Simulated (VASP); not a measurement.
# Cu2B (Fd-3m) in VASP: single point with LDA

Aim: the single point of Cu2B with LDA.

Program: VASP 6.6.1. These are calculated values, not measurements. Logs are shortened: lines on timing, memory, paths and dates and some standing lists are left out, and cuts for length are marked.

### Step 1. The cell of the first run

Symmetry: Fd-3m, No. 227, cubic system. The conventional cell has a = 6.380 Å, b = 6.380 Å, c = 6.380 Å, α = 90.00°, β = 90.00°, γ = 90.00°. Cu (site symmetry -3m) has 6 Cu at 2.26 Å and 6 B at 2.65 Å within 3.0 Å. Within 3.5 Å of B (site symmetry -43m) lie 12 Cu at 2.65 Å and 4 B at 2.76 Å.

### Step 2. Single point, LDA

File INCAR:

```
SYSTEM = Cu2B
  ALGO = Normal
  EDIFF = 1E-6
  ENCUT = 820
  GGA = CA
  GGA_COMPAT = .False.
  ISIF = 2
  ISMEAR = -1
  LASPH = .True.
  LCHARG = .False.
  LREAL = .False.
  LWAVE = .False.
  NBANDS = 50
  NELM = 120
  PREC = Accurate
  SIGMA = 0.05
```

File KPOINTS:

```
k-points
0
Gamma
  5 5 5
  0 0 0
```

File POSCAR:

```
Cu2B
1.0
    0.0000000000      3.1902335472      3.1902335472
    3.1902335472      0.0000000000      3.1902335472
    3.1902335472      3.1902335472      0.0000000000
Cu B
4 2
Direct
    0.1250000000      0.1250000000      0.1250000000
    0.6250000000      0.1250000000      0.1250000000
    0.1250000000      0.1250000000      0.6250000000
    0.1250000000      0.6250000000      0.1250000000
    0.5000000000      0.5000000000      0.5000000000
    0.7500000000      0.7500000000      0.7500000000
```

Potentials or basis: VASP PAW LDA potentials, release 64 (Cu_sv_GW, B).

Started as:

```sh
$ cat potpaw_LDA.64/Cu_sv_GW/POTCAR potpaw_LDA.64/B/POTCAR > POTCAR
$ mpirun -np 1 vasp_std > vasp.out
```

OUTCAR:

```text
SYSTEM = Cu2B
   EDIFF = 1E-6
   ENCUT = 820
   GGA = CA
   ISIF = 2
   ISMEAR = -1
   LASPH = .True.
   LREAL = .False.
   NELM = 120
   PREC = Accurate

 ion  position               nearest neighbor table
   1  0.125  0.125  0.125-   2 2.26   3 2.26   4 2.26   3 2.26   4 2.26   2 2.26
   2  0.625  0.125  0.125-   1 2.26   3 2.26   4 2.26   1 2.26   3 2.26   4 2.26
   3  0.125  0.125  0.625-   1 2.26   1 2.26   2 2.26   4 2.26   4 2.26   2 2.26
   4  0.125  0.625  0.125-   1 2.26   3 2.26   1 2.26   2 2.26   3 2.26   2 2.26
   5  0.500  0.500  0.500-
   6  0.750  0.750  0.750-

  LATTYP: Found a face centered cubic cell.
 ALAT       =     6.3804670944

  Lattice vectors:

 A1 = (   0.0000000000,   3.1902335472,   3.1902335472)
 A2 = (   3.1902335472,   0.0000000000,   3.1902335472)
 A3 = (   3.1902335472,   3.1902335472,   0.0000000000)

Analysis of symmetry for initial positions (statically):
=====================================================================
 Subroutine PRICEL returns:
 Original cell was already a primitive cell.

 Routine SETGRP: Setting up the symmetry group for a
 face centered cubic supercell.

 Subroutine GETGRP returns: Found 48 space group operations
 (whereof 24 operations were pure point group operations)
 out of a pool of 48 trial point group operations.

The static configuration has the point symmetry T_d .
 The point group associated with its full space group is O_h .

Analysis of symmetry for dynamics (positions and initial velocities):
=====================================================================
 Subroutine PRICEL returns:
 Original cell was already a primitive cell.

 Routine SETGRP: Setting up the symmetry group for a
 face centered cubic supercell.

 Subroutine GETGRP returns: Found 48 space group operations
 (whereof 24 operations were pure point group operations)
 out of a pool of 48 trial point group operations.

The dynamic configuration has the point symmetry T_d .
 The point group associated with its full space group is O_h .

 Subroutine INISYM returns: Found 48 space group operations
 (whereof 24 operations are pure point group operations),
 and found     1 'primitive' translations

----------------------------------------------------------------------------------------

                                     Primitive cell

  volume of cell :      64.9378

  direct lattice vectors                    reciprocal lattice vectors
     0.000000000  3.190233547  3.190233547    -0.156728337  0.156728337  0.156728337
     3.190233547  0.000000000  3.190233547     0.156728337 -0.156728337  0.156728337
     3.190233547  3.190233547  0.000000000     0.156728337  0.156728337 -0.156728337

  length of vectors
     4.511671550  4.511671550  4.511671550     0.271461443  0.271461443  0.271461443

  position of ions in fractional coordinates (direct lattice)
     0.125000000  0.125000000  0.125000000
     0.625000000  0.125000000  0.125000000
     0.125000000  0.125000000  0.625000000
     0.125000000  0.625000000  0.125000000
     0.500000000  0.500000000  0.500000000
     0.750000000  0.750000000  0.750000000

  ion indices of the primitive-cell ions
   primitive index   ion index
                 1           1
                 2           2
                 3           3
                 4           4
                 5           5
                 6           6

----------------------------------------------------------------------------------------

 KPOINTS: k-points

Automatic generation of k-mesh.
 Grid dimensions read from file:
 generate k-points for:    5    5    5

 Generating k-lattice:

  Cartesian coordinates                     Fractional coordinates (reciprocal lattice)
    -0.031345667  0.031345667  0.031345667     0.200000000  0.000000000  0.000000000
     0.031345667 -0.031345667  0.031345667     0.000000000  0.200000000  0.000000000
     0.031345667  0.031345667 -0.031345667     0.000000000  0.000000000  0.200000000

  Length of vectors
     0.054292289  0.054292289  0.054292289

  Shift w.r.t. Gamma in fractional coordinates (k-lattice)
     0.000000000  0.000000000  0.000000000

 Subroutine IBZKPT returns following result:
 ===========================================

 Found     10 irreducible k-points:

 Following reciprocal coordinates:
            Coordinates               Weight
  0.000000  0.000000  0.000000      1.000000
  0.200000  0.000000  0.000000      8.000000
  0.400000  0.000000  0.000000      8.000000
  0.200000  0.200000  0.000000      6.000000
  0.400000  0.200000  0.000000     24.000000
 -0.400000  0.200000  0.000000     24.000000
 -0.200000  0.200000  0.000000     12.000000
  0.400000  0.400000  0.000000      6.000000
 -0.400000  0.400000  0.000000     12.000000
 -0.400000  0.400000  0.200000     24.000000
   k-points           NKPTS =     10   k-points in BZ     NKDIM =     10   number of bands    NBANDS=     50
   number of dos      NEDOS =    301   number of ions     NIONS =      6
   total plane-waves  NPLWV =  74088
   dimension x,y,z NGX =    42 NGY =   42 NGZ =   42
   dimension x,y,z NGXF=    84 NGYF=   84 NGZF=   84
   ions per type =               4   2
   NGX,Y,Z   is equivalent  to a cutoff of  15.48, 15.48, 15.48 a.u.
   NGXF,Y,Z  is equivalent  to a cutoff of  30.95, 30.95, 30.95 a.u.
 SYSTEM =  Cu2B
   PREC   = accura    normal or accurate (medium, high low for compatibility)
   ISTART =      0    job   : 0-new  1-cont  2-samecut
   ICHARG =      2    charge: 1-file 2-atom 10-const
   ISPIN  =      1    spin polarized calculation?
   LNONCOLLINEAR =      F non collinear calculations
   LSORBIT =      F    spin-orbit coupling
   LASPH  =      T    aspherical Exc in radial PAW
   ENCUT  =  820.0 eV  60.27 Ry    7.76 a.u.  10.53 10.53 10.53*2*pi/ulx,y,z
   NELM   =    120;   NELMIN=  2; NELMDL= -5     # of ELM steps
   EDIFF  = 0.1E-05   stopping-criterion for ELM
   LREAL  =      F    real-space projection
   EDIFFG = 0.1E-04   stopping-criterion for IOM
   NSW    =      0    number of steps for IOM
   IBRION =     -1    ionic relax: 0-MD 1-quasi-New 2-CG
   NFREE  =      0    steps in history (QN), initial steepest desc. (CG)
   ISIF   =      2    stress and relaxation
   ISYM   =      2    0-nonsym 1-usesym 2-fastsym
   POTIM  = 0.5000    time-step for ionic-motion
   TEBEG  =    0.0;   TEEND  =   0.0 temperature during run
   PSTRESS=    0.0 pullay stress
   NELECT =      82.0000    total number of electrons
   NUPDOWN=      -1.0000    fix difference up-down
   EMIN   =  10.00;   EMAX   =-10.00  energy-range for DOS
   EFERMI =   0.00;   METHOD = LEGACY
   ISMEAR =    -1;   SIGMA  =   0.05  broadening in eV -4-tet -1-fermi 0-gaus
   EFERMI_NEDOS =   21; number of points for ismear=-14 and -15
   IALGO  =     38    algorithm
   IMIX   =      4    mixing-type and parameters
     AMIX     =   0.40;   BMIX     =  1.00
     AMIX_MAG =   1.60;   BMIX_MAG =  1.00
  volume/ion in A,a.u.               =      10.82        73.04
  Fermi-wavevector in a.u.,A,eV,Ry     =   1.769485  3.343842 42.600908  3.131078
  Thomas-Fermi vector in A             =   2.836465
   LORBIT       =      0    0 simple, 1 ext, 2 COOP (PROOUT), +10 PAW based schemes
   GGA     = CA    functional components
   LHFCALC =     F    Hartree Fock is set to
   AEXX    =    0.0000 exact exchange contribution
   IVDW    =     0    specifies the selected vdW correction
   LEPSILON=     F    determine dielectric tensor
   LRPA    =     F    only Hartree local field effects (RPA)
 non-spin polarized calculation
  energy-cutoff  :      820.00
  volume of cell :       64.94
 maximum number of plane-waves:      3495
 NGX is ok and might be reduce to    42
   NGX = 21   NGY = 21   NGZ = 21

 number of electron      81.9999987 magnetization

 Free energy of the ion-electron system (eV)
  ---------------------------------------------------
  ext. energy  EPLUGINS =         0.00000000
  ---------------------------------------------------
  free energy    TOTEN  =       -27.11305482 eV

  energy without entropy =      -27.10476163  energy(sigma->0) =      -27.10890822

 E-fermi :   6.8815     XC(G=0): -13.1049

 val. band max:        6.8005994076   @ k =  -0.2000   0.2000   0.0000
 cond. band min:       6.9350691229   @ k =   0.4000   0.0000   0.0000
 fundamental gap:      0.1344697153
 Fermi energy:         6.8814512287

 k-point     1 :       0.0000    0.0000    0.0000
  band No.  band energies     occupation
      1    -104.9794      2.00000
      2    -104.9253      2.00000
      3    -104.9253      2.00000
      4    -104.9253      2.00000
      5     -63.2622      2.00000
      6     -63.0161      2.00000
[... 42 lines left out ...]
     49      14.4705      0.00000
     50      14.4708      0.00000

 k-point     2 :       0.2000    0.0000    0.0000
  band No.  band energies     occupation
      1    -104.9759      2.00000
      2    -104.9290      2.00000
      3    -104.9252      2.00000
      4    -104.9252      2.00000
      5     -63.2400      2.00000
      6     -63.0163      2.00000
[... 42 lines left out ...]
     49      15.4950      0.00000
     50      16.0095      0.00000

 k-point     3 :       0.4000    0.0000    0.0000
  band No.  band energies     occupation
      1    -104.9678      2.00000
      2    -104.9370      2.00000
      3    -104.9252      2.00000
      4    -104.9252      2.00000
      5     -63.1975      2.00000
      6     -63.0172      2.00000
[... 42 lines left out ...]
     49      14.3615      0.00000
     50      14.9896      0.00000

 k-point     4 :       0.2000    0.2000    0.0000
  band No.  band energies     occupation
      1    -104.9745      2.00000
      2    -104.9305      2.00000
      3    -104.9252      2.00000
      4    -104.9252      2.00000
      5     -63.2313      2.00000
      6     -63.0274      2.00000
[... 257 lines left out ...]
 k-point     9 :      -0.4000    0.4000    0.0000
  band No.  band energies     occupation
      1    -104.9551      2.00000
      2    -104.9498      2.00000
      3    -104.9251      2.00000
      4    -104.9250      2.00000
      5     -63.1251      2.00000
      6     -63.0939      2.00000
[... 42 lines left out ...]
     49      16.1295      0.00000
     50      16.1903      0.00000

 k-point    10 :      -0.4000    0.4000    0.2000
  band No.  band energies     occupation
      1    -104.9593      2.00000
      2    -104.9457      2.00000
      3    -104.9251      2.00000
      4    -104.9250      2.00000
      5     -63.1465      2.00000
      6     -63.0731      2.00000
[... 42 lines left out ...]
     49      15.5118      0.00000
     50      15.8540      0.00000

------------------------ aborting loop because EDIFF is reached ----------------------------------------

  FORCE on cell =-STRESS in cart. coord.  units (eV):
  Direction    XX          YY          ZZ          XY          YZ          ZX
  --------------------------------------------------------------------------------------
  -------------------------------------------------------------------------------------
  Total       -0.2577259     -0.2577259     -0.2577259      0.0000000      0.0000000      0.0000000
  in kB       -6.3587415     -6.3587415     -6.3587415      0.0000000      0.0000000      0.0000000
  external PRESSURE =      -6.3587415 kB  Pullay stress =       0.0000000 kB

 VOLUME and BASIS-vectors are now :
 -----------------------------------------------------------------------------
  energy-cutoff  :      820.00
  volume of cell :       64.94
      direct lattice vectors                 reciprocal lattice vectors
     0.000000000  3.190233547  3.190233547    -0.156728337  0.156728337  0.156728337
     3.190233547  0.000000000  3.190233547     0.156728337 -0.156728337  0.156728337
     3.190233547  3.190233547  0.000000000     0.156728337  0.156728337 -0.156728337

 POSITION                                       TOTAL-FORCE (eV/Angst)
 -----------------------------------------------------------------------------------
      0.79756      0.79756      0.79756         0.000000     -0.000000     -0.000000
      0.79756      2.39268      2.39268        -0.000000     -0.000000      0.000000
      2.39268      2.39268      0.79756         0.000000      0.000000      0.000000
      2.39268      0.79756      2.39268         0.000000      0.000000      0.000000
      3.19023      3.19023      3.19023         0.000000      0.000000      0.000000
      4.78535      4.78535      4.78535        -0.000000     -0.000000     -0.000000
 -----------------------------------------------------------------------------------
    total drift:                                0.000000      0.000000      0.000000

  FREE ENERGIE OF THE ION-ELECTRON SYSTEM (eV)
  ---------------------------------------------------
  free  energy   TOTEN  =       -27.1130548239 eV

  energy  without entropy=      -27.1047616252  energy(sigma->0) =      -27.10890822
```

Wall time 2.7 min (1 thread of AMD EPYC 7R43 (Zen 3), shared host); peak memory 0.2 GiB.

What came out:

```
Free energy            : -27.1131 eV
Pressure               : -0.6 GPa
Band gap on the k mesh : zero (bands 41 and 42 overlap by 1.19 eV)
```

The gap in the log of VASP goes by the Fermi energy; the results here count the filled bands.